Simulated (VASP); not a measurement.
# ZnS (P6_3mc) in VASP: a series of runs

The runs below take ZnS through single point, with PBEsol.

Program: VASP 6.6.1. These are calculated values, not measurements. Logs are shortened: lines on timing, memory, paths and dates and some standing lists are left out, and cuts for length are marked.

## (1) The cell of the first run

It takes space group P6_3mc (No. 186, hexagonal). Conventional cell: a = 3.559 Å, b = 3.559 Å, c = 7.010 Å, α = 90.00°, β = 90.00°, γ = 120.00°. Within 3.0 Å of Zn (site symmetry 3m) lie 4 S at 2.24 to 2.62 Å. S (site symmetry 3m) has 4 Zn at 2.24 to 2.62 Å within 3.0 Å.

## (2) Single point, PBEsol (19.22 Å³/atom)

The input, INCAR:

```
PREC = Accurate
ENCUT = 520
EDIFF = 1E-6
ISMEAR = 0
SIGMA = 0.05
LREAL = False
LASPH = True
NELM = 80
ALGO = Normal
ISIF = 2
LWAVE = False
LCHARG = False
GGA = PS
NBANDS = 26
```

The input, KPOINTS:

```
regular mesh
0
Gamma
  9 9 6
```

The input, POSCAR:

```
ZnS
1.0
    3.5588787825      0.0000000000      0.0000000000
   -1.7794393912      3.0820794346      0.0000000000
    0.0000000000      0.0000000000      7.0095676499
Zn S
2 2
Direct
    0.3333333333      0.6666666667      0.0054424479
    0.6666666667      0.3333333333      0.5054424479
    0.3333333333      0.6666666667      0.3795575521
    0.6666666667      0.3333333333      0.8795575521
```

Potentials or basis: VASP PAW PBE potentials, release 64 (Zn, S).

Launch:

```console
cat potpaw_PBE.64/Zn/POTCAR potpaw_PBE.64/S/POTCAR > POTCAR
mpirun -np 1 vasp_std > vasp.out
```

OUTCAR:

```text
PREC = Accurate
   ENCUT = 520
   EDIFF = 1E-6
   ISMEAR = 0
   LREAL = False
   LASPH = True
   NELM = 80
   ISIF = 2
   GGA = PS

 ion  position               nearest neighbor table
   1  0.333  0.667  0.005-   4 2.24   4 2.24   4 2.24   3 2.62
   2  0.667  0.333  0.505-   3 2.24   3 2.24   3 2.24   4 2.62
   3  0.333  0.667  0.380-   2 2.24   2 2.24   2 2.24   1 2.62
   4  0.667  0.333  0.880-   1 2.24   1 2.24   1 2.24   2 2.62

  LATTYP: Found a hexagonal cell.
 ALAT       =     3.5588787825
 C/A-ratio  =     1.9696000000

  Lattice vectors:

 A1 = (   3.5588787825,   0.0000000000,   0.0000000000)
 A2 = (  -1.7794393912,   3.0820794346,   0.0000000000)
 A3 = (   0.0000000000,   0.0000000000,   7.0095676499)

Analysis of symmetry for initial positions (statically):
=====================================================================
 Subroutine PRICEL returns:
 Original cell was already a primitive cell.

 Routine SETGRP: Setting up the symmetry group for a
 hexagonal supercell.

 Subroutine GETGRP returns: Found 12 space group operations
 (whereof  6 operations were pure point group operations)
 out of a pool of 24 trial point group operations.

The static configuration has the point symmetry C_3v.
 The point group associated with its full space group is C_6v.

Analysis of symmetry for dynamics (positions and initial velocities):
=====================================================================
 Subroutine PRICEL returns:
 Original cell was already a primitive cell.

 Routine SETGRP: Setting up the symmetry group for a
 hexagonal supercell.

 Subroutine GETGRP returns: Found 12 space group operations
 (whereof  6 operations were pure point group operations)
 out of a pool of 24 trial point group operations.

The dynamic configuration has the point symmetry C_3v.
 The point group associated with its full space group is C_6v.

 Subroutine INISYM returns: Found 12 space group operations
 (whereof  6 operations are pure point group operations),
 and found     1 'primitive' translations

----------------------------------------------------------------------------------------

                                     Primitive cell

  volume of cell :      76.8862

  direct lattice vectors                    reciprocal lattice vectors
     3.558878782  0.000000000  0.000000000     0.280987373  0.162228135  0.000000000
[... 90 lines left out ...]
   EDIFF  = 0.1E-05   stopping-criterion for ELM
   LREAL  =      F    real-space projection
   EDIFFG = 0.1E-04   stopping-criterion for IOM
   NSW    =      0    number of steps for IOM
   IBRION =     -1    ionic relax: 0-MD 1-quasi-New 2-CG
   NFREE  =      0    steps in history (QN), initial steepest desc. (CG)
   ISIF   =      2    stress and relaxation
   ISYM   =      2    0-nonsym 1-usesym 2-fastsym
   POTIM  = 0.5000    time-step for ionic-motion
   TEBEG  =    0.0;   TEEND  =   0.0 temperature during run
   PSTRESS=    0.0 pullay stress
   NELECT =      36.0000    total number of electrons
   NUPDOWN=      -1.0000    fix difference up-down
   EMIN   =  10.00;   EMAX   =-10.00  energy-range for DOS
   EFERMI =   0.00;   METHOD = LEGACY
   ISMEAR =     0;   SIGMA  =   0.05  broadening in eV -4-tet -1-fermi 0-gaus
   EFERMI_NEDOS =   21; number of points for ismear=-14 and -15
   IALGO  =     38    algorithm
   IMIX   =      4    mixing-type and parameters
     AMIX     =   0.40;   BMIX     =  1.00
     AMIX_MAG =   1.60;   BMIX_MAG =  1.00
  volume/ion in A,a.u.               =      19.22       129.71
  Fermi-wavevector in a.u.,A,eV,Ry     =   1.271236  2.402288 21.987579  1.616041
  Thomas-Fermi vector in A             =   2.404180
   LORBIT       =      0    0 simple, 1 ext, 2 COOP (PROOUT), +10 PAW based schemes
   GGA     = PS    functional components
   LHFCALC =     F    Hartree Fock is set to
   AEXX    =    0.0000 exact exchange contribution
   IVDW    =     0    specifies the selected vdW correction
   LEPSILON=     F    determine dielectric tensor
   LRPA    =     F    only Hartree local field effects (RPA)
 non-spin polarized calculation
 Gauss-broadening in eV      SIGMA  =   0.05
  energy-cutoff  :      520.00
  volume of cell :       76.89
 maximum number of plane-waves:      2127
 NGX is ok and might be reduce to    28
   NGX = 13   NGY = 13   NGZ = 27

 number of electron      35.9999997 magnetization

 Free energy of the ion-electron system (eV)
  ---------------------------------------------------
  ext. energy  EPLUGINS =         0.00000000
  ---------------------------------------------------
  free energy    TOTEN  =       -14.48425112 eV

  energy without entropy =      -14.48425112  energy(sigma->0) =      -14.48425112

 E-fermi :   2.8835     XC(G=0):  -9.9588

 val. band max:        2.6342256898   @ k =   0.0000   0.0000   0.0000
 cond. band min:       3.7782625984   @ k =   0.0000   0.0000   0.0000
 fundamental gap:      1.1440369086
 Fermi energy:         2.8835004816

 k-point     1 :       0.0000    0.0000    0.0000
  band No.  band energies     occupation
      1     -11.1625      2.00000
      2     -10.5744      2.00000
      3      -4.3152      2.00000
      4      -4.3152      2.00000
      5      -4.2726      2.00000
      6      -4.2726      2.00000
[... 685 lines left out ...]
     25      11.9263      0.00000
     26      11.9271      0.00000

 [... further k-points ...]

------------------------ aborting loop because EDIFF is reached ----------------------------------------

  FORCE on cell =-STRESS in cart. coord.  units (eV):
  Direction    XX          YY          ZZ          XY          YZ          ZX
  --------------------------------------------------------------------------------------
  -------------------------------------------------------------------------------------
  Total        5.3193877      5.3193877     -5.0426278      0.0000000     -0.0000000      0.0000000
  in kB      110.8470067    110.8470067   -105.0798018      0.0000000     -0.0000000      0.0000000
  external PRESSURE =      38.8714039 kB  Pullay stress =       0.0000000 kB

 VOLUME and BASIS-vectors are now :
 -----------------------------------------------------------------------------
  energy-cutoff  :      520.00
  volume of cell :       76.89
      direct lattice vectors                 reciprocal lattice vectors
     3.558878782  0.000000000  0.000000000     0.280987373  0.162228135  0.000000000
    -1.779439391  3.082079435  0.000000000     0.000000000  0.324456271  0.000000000
     0.000000000  0.000000000  7.009567650     0.000000000  0.000000000  0.142662151

 POSITION                                       TOTAL-FORCE (eV/Angst)
 -----------------------------------------------------------------------------------
     -0.00000      2.05472      0.03815        -0.000000      0.000000      0.602547
      1.77944      1.02736      3.54293         0.000000     -0.000000      0.602547
     -0.00000      2.05472      2.66053        -0.000000      0.000000     -0.602547
      1.77944      1.02736      6.16532         0.000000      0.000000     -0.602547
 -----------------------------------------------------------------------------------
    total drift:                               -0.000000     -0.000000      0.000601

  FREE ENERGIE OF THE ION-ELECTRON SYSTEM (eV)
  ---------------------------------------------------
  free  energy   TOTEN  =       -14.4842511165 eV

  energy  without entropy=      -14.4842511165  energy(sigma->0) =      -14.48425112
```

OSZICAR:

```text
N       E                     dE             d eps       ncg     rms          rms(c)
DAV:   1     0.243595277740E+03    0.24360E+03   -0.17114E+04  2504   0.169E+03
DAV:   2     0.904582621889E+01   -0.23455E+03   -0.22398E+03  2576   0.351E+02
DAV:   3    -0.148659604924E+02   -0.23912E+02   -0.23658E+02  2982   0.112E+02
DAV:   4    -0.154417581659E+02   -0.57580E+00   -0.57449E+00  2938   0.174E+01
DAV:   5    -0.154504577904E+02   -0.86996E-02   -0.86975E-02  3056   0.214E+00    0.111E+01
DAV:   6    -0.145091666644E+02    0.94129E+00   -0.18977E+00  3384   0.421E+01    0.829E+00
DAV:   7    -0.144996778816E+02    0.94888E-02   -0.15340E+00  2694   0.747E+00    0.315E+00
DAV:   8    -0.144853185370E+02    0.14359E-01   -0.50871E-02  3074   0.179E+00    0.942E-01
DAV:   9    -0.144841111637E+02    0.12074E-02   -0.14132E-02  3366   0.139E+00    0.239E-01
DAV:  10    -0.144841675869E+02   -0.56423E-04   -0.70043E-04  3016   0.393E-01    0.105E-01
DAV:  11    -0.144842508009E+02   -0.83214E-04   -0.17169E-04  2756   0.116E-01    0.349E-02
DAV:  12    -0.144842509818E+02   -0.18092E-06   -0.22310E-05  2974   0.452E-02    0.195E-02
DAV:  13    -0.144842511165E+02   -0.13470E-06   -0.16801E-06  1914   0.119E-02
   1 F= -.14484251E+02 E0= -.14484251E+02  d E =-.186580E-14
```

stdout:

```text
POSCAR found type information on POSCAR ZnS
 POSCAR found :  2 types and       4 ions
 scaLAPACK will be used
 -----------------------------------------------------------------------------
|                                                                             |
|                                                                             |
|     You enforced a specific xc type in the INCAR file but a different       |
|     I HOPE YOU KNOW WHAT YOU ARE DOING!                                     |
|                                                                             |
 -----------------------------------------------------------------------------

 LDA part: xc-table for (Slater+PW92), standard interpolation
 POSCAR, INCAR and KPOINTS ok, starting setup
 FFT: planning ... GRIDC
 FFT: planning ... GRID_SOFT
 FFT: planning ... GRID
 WAVECAR not read
 entering main loop
```

Wall time 84 s (1 thread of Intel Xeon Platinum 8259CL at 2.50GHz (Skylake/Cascade Lake), shared host); peak memory 0.24 GiB.

Results:

* Free energy: -14.4843 eV
* Pressure: 3.9 GPa
* Largest force: 0.603 eV/Å
* Band gap on the k mesh: 1.14 eV

Forces in eV/Å, atoms in the order of the input:
```
Zn   0.000  0.000  0.603
Zn   0.000  0.000  0.603
S    0.000  0.000 -0.603
S    0.000  0.000 -0.603
```

Stress tensor (GPa, compression positive):
```
 11.08   0.00   0.00
  0.00  11.08   0.00
  0.00   0.00 -10.51
```

Levels at points of the mesh, in eV from the valence-band top:
```csv
k point,band 15,band 16,band 17,band 18,band 19,band 20,band 21,band 22
"(0.00, 0.00, 0.00)",-0.48,-0.48,0.00,0.00,1.14,4.09,5.36,6.82
"(0.00, 0.00, 0.50)",-0.25,-0.25,-0.25,-0.25,3.82,3.82,5.49,5.49
```

Caveat: the cell stands under pressure; the PAW data sets were made with another functional, which shifts forces and pressure a little; an odd mesh through Γ misses points on the zone boundary, where band edges can lie.

(Part 1 of 2 ends here.)
